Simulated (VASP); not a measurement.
# TiPt3 (Pm-3m) in VASP: further runs

Runs on TiPt3. Level: revPBE. Tasks: single point.

Program: VASP 6.6.1. These are calculated values, not measurements. Logs are shortened: lines on timing, memory, paths and dates and some standing lists are left out, and cuts for length are marked.

## 1. The cell of the first run

The structure is cubic, space group Pm-3m (No. 221). Conventional cell: a = 3.831 Å, b = 3.831 Å, c = 3.831 Å, α = 90.00°, β = 90.00°, γ = 90.00°. Within 3.6 Å of Ti (site symmetry m-3m) lie 12 Pt at 2.71 Å. Within 3.6 Å of Pt (site symmetry 4/mmm) lie 4 Ti at 2.71 Å and 8 Pt at 2.71 Å.

## 2. Single point, revPBE

INCAR

```
ALGO     = Normal         # electronic algorithm
EDIFF    = 1E-6           # SCF threshold, eV
ENCUT    = 520            # plane-wave cutoff, eV
GGA      = RE             # functional
ISIF     = 2              # what is computed and relaxed
ISMEAR   = -1             # smearing method
LASPH    = True           # aspherical terms in the spheres
LCHARG   = False          # write CHGCAR
LREAL    = False          # projectors in reciprocal space
LWAVE    = False          # write WAVECAR
NBANDS   = 29             # bands
NELM     = 60             # most SCF steps
PREC     = Accurate       # precision mode
SIGMA    = 0.3            # smearing width, eV
```

KPOINTS

```
k-points
0
Gamma
  6 6 6
```

POSCAR

```
TiPt3
1.0
    3.8309363900      0.0000000000      0.0000000000
    0.0000000000      3.8309363900      0.0000000000
    0.0000000000      0.0000000000      3.8309363900
Ti Pt
1 3
Direct
    0.0000000000      0.0000000000      0.0000000000
    0.0000000000      0.5000000000      0.5000000000
    0.5000000000      0.0000000000      0.5000000000
    0.5000000000      0.5000000000      0.0000000000
```

Potentials or basis: VASP PAW PBE potentials, release 64 (Ti_sv, Pt).

On the command line:

```console
cat potpaw_PBE.64/Ti_sv/POTCAR potpaw_PBE.64/Pt/POTCAR > POTCAR
mpirun -np 1 vasp_std > vasp.out
```

OUTCAR:

```text
EDIFF = 1E-6
   ENCUT = 520
   GGA = RE
   ISIF = 2
   ISMEAR = -1
   LASPH = True
   LREAL = False
   NELM = 60
   PREC = Accurate

 ion  position               nearest neighbor table
   1  0.000  0.000  0.000-   2 2.71   3 2.71   4 2.71   2 2.71   3 2.71   2 2.71   4 2.71   2 2.71
                             3 2.71   4 2.71   3 2.71   4 2.71
   2  0.000  0.500  0.500-   1 2.71   3 2.71   4 2.71   1 2.71   4 2.71   1 2.71   3 2.71   1 2.71
                             3 2.71   4 2.71   4 2.71   3 2.71
   3  0.500  0.000  0.500-   1 2.71   2 2.71   4 2.71   1 2.71   4 2.71   2 2.71   4 2.71   4 2.71
                             1 2.71   2 2.71   1 2.71   2 2.71
   4  0.500  0.500  0.000-   1 2.71   2 2.71   3 2.71   2 2.71   3 2.71   1 2.71   3 2.71   3 2.71
                             1 2.71   2 2.71   2 2.71   1 2.71

  LATTYP: Found a simple cubic cell.
 ALAT       =     3.8309363900

  Lattice vectors:

 A1 = (   3.8309363900,   0.0000000000,   0.0000000000)
 A2 = (   0.0000000000,   3.8309363900,   0.0000000000)
 A3 = (   0.0000000000,   0.0000000000,   3.8309363900)

Analysis of symmetry for initial positions (statically):
=====================================================================
 Subroutine PRICEL returns:
 Original cell was already a primitive cell.

 Routine SETGRP: Setting up the symmetry group for a
 simple cubic supercell.

 Subroutine GETGRP returns: Found 48 space group operations
 (whereof 48 operations were pure point group operations)
 out of a pool of 48 trial point group operations.

The static configuration has the point symmetry O_h .

Analysis of symmetry for dynamics (positions and initial velocities):
=====================================================================
 Subroutine PRICEL returns:
 Original cell was already a primitive cell.

 Routine SETGRP: Setting up the symmetry group for a
 simple cubic supercell.

 Subroutine GETGRP returns: Found 48 space group operations
 (whereof 48 operations were pure point group operations)
 out of a pool of 48 trial point group operations.

The dynamic configuration has the point symmetry O_h .

 Subroutine INISYM returns: Found 48 space group operations
 (whereof 48 operations are pure point group operations),
 and found     1 'primitive' translations

----------------------------------------------------------------------------------------

                                     Primitive cell

  volume of cell :      56.2231

  direct lattice vectors                    reciprocal lattice vectors
     3.830936390  0.000000000  0.000000000     0.261032786  0.000000000  0.000000000
     0.000000000  3.830936390  0.000000000     0.000000000  0.261032786  0.000000000
     0.000000000  0.000000000  3.830936390     0.000000000  0.000000000  0.261032786

  length of vectors
     3.830936390  3.830936390  3.830936390     0.261032786  0.261032786  0.261032786

  position of ions in fractional coordinates (direct lattice)
     0.000000000  0.000000000  0.000000000
     0.000000000  0.500000000  0.500000000
     0.500000000  0.000000000  0.500000000
     0.500000000  0.500000000  0.000000000

  ion indices of the primitive-cell ions
   primitive index   ion index
                 1           1
                 2           2
                 3           3
                 4           4

----------------------------------------------------------------------------------------

 KPOINTS: k-points

Automatic generation of k-mesh.
 Grid dimensions read from file:
 generate k-points for:    6    6    6

 Generating k-lattice:

  Cartesian coordinates                     Fractional coordinates (reciprocal lattice)
     0.043505464  0.000000000  0.000000000     0.166666667  0.000000000  0.000000000
     0.000000000  0.043505464  0.000000000     0.000000000  0.166666667  0.000000000
     0.000000000  0.000000000  0.043505464     0.000000000  0.000000000  0.166666667

  Length of vectors
     0.043505464  0.043505464  0.043505464

  Shift w.r.t. Gamma in fractional coordinates (k-lattice)
     0.000000000  0.000000000  0.000000000

 Subroutine IBZKPT returns following result:
 ===========================================

 Found     20 irreducible k-points:

 Following reciprocal coordinates:
            Coordinates               Weight
  0.000000  0.000000  0.000000      1.000000
  0.166667  0.000000  0.000000      6.000000
  0.333333  0.000000  0.000000      6.000000
  0.500000  0.000000  0.000000      3.000000
  0.166667  0.166667  0.000000     12.000000
  0.333333  0.166667  0.000000     24.000000
[... 12 lines left out ...]
  0.500000  0.500000  0.333333      6.000000
  0.500000  0.500000  0.500000      1.000000
   k-points           NKPTS =     20   k-points in BZ     NKDIM =     20   number of bands    NBANDS=     29
   number of dos      NEDOS =    301   number of ions     NIONS =      4
   total plane-waves  NPLWV =  21952
   dimension x,y,z NGX =    28 NGY =   28 NGZ =   28
   dimension x,y,z NGXF=    56 NGYF=   56 NGZF=   56
   ions per type =               1   3
   NGX,Y,Z   is equivalent  to a cutoff of  12.15, 12.15, 12.15 a.u.
   NGXF,Y,Z  is equivalent  to a cutoff of  24.30, 24.30, 24.30 a.u.
 SYSTEM =  unknown system
   PREC   = accura    normal or accurate (medium, high low for compatibility)
   ISTART =      0    job   : 0-new  1-cont  2-samecut
   ICHARG =      2    charge: 1-file 2-atom 10-const
   ISPIN  =      1    spin polarized calculation?
   LNONCOLLINEAR =      F non collinear calculations
   LSORBIT =      F    spin-orbit coupling
   LASPH  =      T    aspherical Exc in radial PAW
   ENCUT  =  520.0 eV  38.22 Ry    6.18 a.u.   7.12  7.12  7.12*2*pi/ulx,y,z
   NELM   =     60;   NELMIN=  2; NELMDL= -5     # of ELM steps
   EDIFF  = 0.1E-05   stopping-criterion for ELM
   LREAL  =      F    real-space projection
   EDIFFG = 0.1E-04   stopping-criterion for IOM
   NSW    =      0    number of steps for IOM
   IBRION =     -1    ionic relax: 0-MD 1-quasi-New 2-CG
   NFREE  =      0    steps in history (QN), initial steepest desc. (CG)
   ISIF   =      2    stress and relaxation
   ISYM   =      2    0-nonsym 1-usesym 2-fastsym
   POTIM  = 0.5000    time-step for ionic-motion
   TEBEG  =    0.0;   TEEND  =   0.0 temperature during run
   PSTRESS=    0.0 pullay stress
   NELECT =      42.0000    total number of electrons
   NUPDOWN=      -1.0000    fix difference up-down
   EMIN   =  10.00;   EMAX   =-10.00  energy-range for DOS
   EFERMI =   0.00;   METHOD = LEGACY
   ISMEAR =    -1;   SIGMA  =   0.30  broadening in eV -4-tet -1-fermi 0-gaus
   EFERMI_NEDOS =   21; number of points for ismear=-14 and -15
   IALGO  =     38    algorithm
   IMIX   =      4    mixing-type and parameters
     AMIX     =   0.40;   BMIX     =  1.00
     AMIX_MAG =   1.60;   BMIX_MAG =  1.00
  volume/ion in A,a.u.               =      14.06        94.85
  Fermi-wavevector in a.u.,A,eV,Ry     =   1.485433  2.807061 30.021396  2.206510
  Thomas-Fermi vector in A             =   2.598845
   LORBIT       =      0    0 simple, 1 ext, 2 COOP (PROOUT), +10 PAW based schemes
   GGA     = RE    functional components
   LHFCALC =     F    Hartree Fock is set to
   AEXX    =    0.0000 exact exchange contribution
   IVDW    =     0    specifies the selected vdW correction
   LEPSILON=     F    determine dielectric tensor
   LRPA    =     F    only Hartree local field effects (RPA)
 non-spin polarized calculation
  energy-cutoff  :      520.00
  volume of cell :       56.22
 maximum number of plane-waves:      1532
   NGX = 15   NGY = 15   NGZ = 15

 number of electron      41.9999999 magnetization

 Free energy of the ion-electron system (eV)
  ---------------------------------------------------
  ext. energy  EPLUGINS =         0.00000000
  ---------------------------------------------------
  free energy    TOTEN  =       -27.46067338 eV

  energy without entropy =      -26.72324386  energy(sigma->0) =      -27.09195862

 E-fermi :  12.7187     XC(G=0): -13.5367

 val. band max:       12.6300592952   @ k =   0.1667   0.1667   0.1667
 cond. band min:      12.7761383466   @ k =   0.1667   0.0000   0.0000
 fundamental gap:      0.1460790514
 Fermi energy:        12.7187009459

 k-point     1 :       0.0000    0.0000    0.0000
  band No.  band energies     occupation
      1     -45.0629      2.00000
      2     -21.2643      2.00000
      3     -21.2643      2.00000
      4     -21.2643      2.00000
      5       2.1385      2.00000
      6       4.8549      2.00000
[... 21 lines left out ...]
     28      15.2640      0.00041
     29      21.9240      0.00000

 k-point     2 :       0.1667    0.0000    0.0000
  band No.  band energies     occupation
      1     -45.0622      2.00000
      2     -21.2739      2.00000
      3     -21.2659      2.00000
      4     -21.2659      2.00000
      5       2.5230      2.00000
      6       5.1020      2.00000
[... 21 lines left out ...]
     28      16.7652      0.00000
     29      21.2347      0.00000

 k-point     3 :       0.3333    0.0000    0.0000
  band No.  band energies     occupation
      1     -45.0609      2.00000
      2     -21.2932      2.00000
      3     -21.2692      2.00000
      4     -21.2692      2.00000
      5       3.5530      2.00000
      6       5.6428      2.00000
[... 21 lines left out ...]
     28      19.0932      0.00000
     29      20.3811      0.00000

 k-point     4 :       0.5000    0.0000    0.0000
  band No.  band energies     occupation
      1     -45.0602      2.00000
      2     -21.3029      2.00000
      3     -21.2709      2.00000
      4     -21.2709      2.00000
      5       4.4213      2.00000
      6       5.6864      2.00000
[... 21 lines left out ...]
     28      20.9799      0.00000
     29      20.9799      0.00000

 k-point     5 :       0.1667    0.1667    0.0000
  band No.  band energies     occupation
      1     -45.0616      2.00000
      2     -21.2777      2.00000
      3     -21.2713      2.00000
      4     -21.2675      2.00000
      5       2.8861      2.00000
      6       5.3420      2.00000
[... 21 lines left out ...]
     28      17.8933      0.00000
     29      20.7711      0.00000
[... 382 lines left out ...]
     28      16.0673      0.00003
     29      19.4995      0.00000

 k-point    18 :       0.5000    0.3333    0.3333
  band No.  band energies     occupation
      1     -45.0596      2.00000
      2     -21.2863      2.00000
      3     -21.2846      2.00000
      4     -21.2784      2.00000
      5       4.9865      2.00000
      6       5.2695      2.00000
[... 21 lines left out ...]
     28      16.1824      0.00002
     29      18.7555      0.00000

 k-point    19 :       0.5000    0.5000    0.3333
  band No.  band energies     occupation
      1     -45.0597      2.00000
      2     -21.2835      2.00000
      3     -21.2835      2.00000
      4     -21.2798      2.00000
      5       5.0892      2.00000
      6       5.0892      2.00000
[... 21 lines left out ...]
     28      15.4073      0.00026
     29      19.6052      0.00000

 k-point    20 :       0.5000    0.5000    0.5000
  band No.  band energies     occupation
      1     -45.0598      2.00000
      2     -21.2807      2.00000
      3     -21.2807      2.00000
      4     -21.2807      2.00000
      5       4.8710      2.00000
      6       4.8710      2.00000
[... 21 lines left out ...]
     28      14.7358      0.00240
     29      19.0088      0.00000

------------------------ aborting loop because EDIFF is reached ----------------------------------------

  FORCE on cell =-STRESS in cart. coord.  units (eV):
  Direction    XX          YY          ZZ          XY          YZ          ZX
  --------------------------------------------------------------------------------------
  -------------------------------------------------------------------------------------
  Total       10.6090463     10.6090463     10.6090463      0.0000000      0.0000000     -0.0000000
  in kB      302.3236364    302.3236364    302.3236364      0.0000000      0.0000000     -0.0000000
  external PRESSURE =     302.3236364 kB  Pullay stress =       0.0000000 kB

 VOLUME and BASIS-vectors are now :
 -----------------------------------------------------------------------------
  energy-cutoff  :      520.00
  volume of cell :       56.22
      direct lattice vectors                 reciprocal lattice vectors
     3.830936390  0.000000000  0.000000000     0.261032786  0.000000000  0.000000000
     0.000000000  3.830936390  0.000000000     0.000000000  0.261032786  0.000000000
     0.000000000  0.000000000  3.830936390     0.000000000  0.000000000  0.261032786

 POSITION                                       TOTAL-FORCE (eV/Angst)
 -----------------------------------------------------------------------------------
      0.00000      0.00000      0.00000         0.000000      0.000000      0.000000
      0.00000      1.91547      1.91547         0.000000      0.000000      0.000000
      1.91547      0.00000      1.91547         0.000000      0.000000      0.000000
      1.91547      1.91547      0.00000         0.000000      0.000000      0.000000
 -----------------------------------------------------------------------------------
    total drift:                                0.000000      0.000000      0.000000

  FREE ENERGIE OF THE ION-ELECTRON SYSTEM (eV)
  ---------------------------------------------------
  free  energy   TOTEN  =       -27.4606733840 eV

  energy  without entropy=      -26.7232438601  energy(sigma->0) =      -27.09195862
```

It took 32 s on 1 thread of Intel Xeon Platinum 8259CL at 2.50GHz (Skylake/Cascade Lake), shared host; peak memory 0.17 GiB.

Results:

```
Free energy            : -27.4607 eV
Pressure               : 30.2 GPa
Band gap on the k mesh : zero (band 21 reaches 14.47 eV, above the bottom of band 22 at 12.39 eV)
```

Caveat: the PAW data sets were made with another functional, which shifts forces and pressure a little; spin-orbit coupling is left out, which moves the levels of the heavy elements.

## 3. Single point, revPBE

This run uses another cell than the first one, of 14.50 Å³/atom, 1.032 times its volume.

INCAR

```
SYSTEM = TiPt3
ALGO     = Normal         ! electronic algorithm
EDIFF    = 1E-7           ! SCF threshold, eV
ENCUT    = 520            ! plane-wave cutoff, eV
GGA      = RE             ! functional
ISIF     = 2              ! what is computed and relaxed
ISMEAR   = -1             ! smearing method
LASPH    = .TRUE.         ! aspherical terms in the spheres
LCHARG   = .FALSE.        ! write CHGCAR
LREAL    = .FALSE.        ! projectors in reciprocal space
LWAVE    = .FALSE.        ! write WAVECAR
NBANDS   = 29             ! bands
NELM     = 60             ! most SCF steps
PREC     = Accurate       ! precision mode
SIGMA    = 0.3            ! smearing width, eV
```

KPOINTS

```
k-points
0
G
  6 6 6
  0 0 0
```

POSCAR

```
TiPt3
1.0
    3.8708448495      0.0000000000      0.0000000000
    0.0000000000      3.8708448495      0.0000000000
    0.0000000000      0.0000000000      3.8708448495
Ti Pt
1 3
Direct
    0.0000000000      0.0000000000      0.0000000000
    0.0000000000      0.5000000000      0.5000000000
    0.5000000000      0.0000000000      0.5000000000
    0.5000000000      0.5000000000      0.0000000000
```

Potentials or basis: VASP PAW PBE potentials, release 64 (Ti_sv, Pt).

On the command line:

```console
cat potpaw_PBE.64/Ti_sv/POTCAR potpaw_PBE.64/Pt/POTCAR > POTCAR
mpirun -np 1 vasp_std > vasp.out
```

Run time: 40 s. Hardware: 1 thread of Intel Xeon Platinum 8259CL at 2.50GHz (Skylake/Cascade Lake), shared host; peak memory 0.18 GiB.

It converged, with:

```yaml
Free_energy: -27.7373 eV
Pressure: 19.7 GPa
Band_gap_on_the_k_mesh: zero (band 21 reaches 13.89 eV, above the bottom of band 22 at 11.80 eV)
```

Levels at points of the mesh, in eV from the Fermi level:
```
           k point  band 17  band 18  band 19  band 20  band 21  band 22  band 23  band 24  band 25  band 26
(0.00, 0.00, 0.00)    -0.41     0.17     0.17     0.17     1.76     1.76     1.76     1.77     1.77     2.45
(0.50, 0.00, 0.00)    -2.63    -2.63    -2.56    -1.30     0.11     0.11     0.17     0.84     1.12     2.41
(0.50, 0.50, 0.00)    -3.11    -3.11    -2.28    -2.23    -2.22     0.55     0.55     0.76     1.69     1.69
(0.50, 0.50, 0.50)    -0.92    -0.54    -0.54    -0.54    -0.34    -0.34    -0.34     1.52     1.52     1.52
```

Caveat: the PAW data sets were made with another functional, which shifts forces and pressure a little; spin-orbit coupling is left out, which moves the levels of the heavy elements.

[end of part 1 of 3]
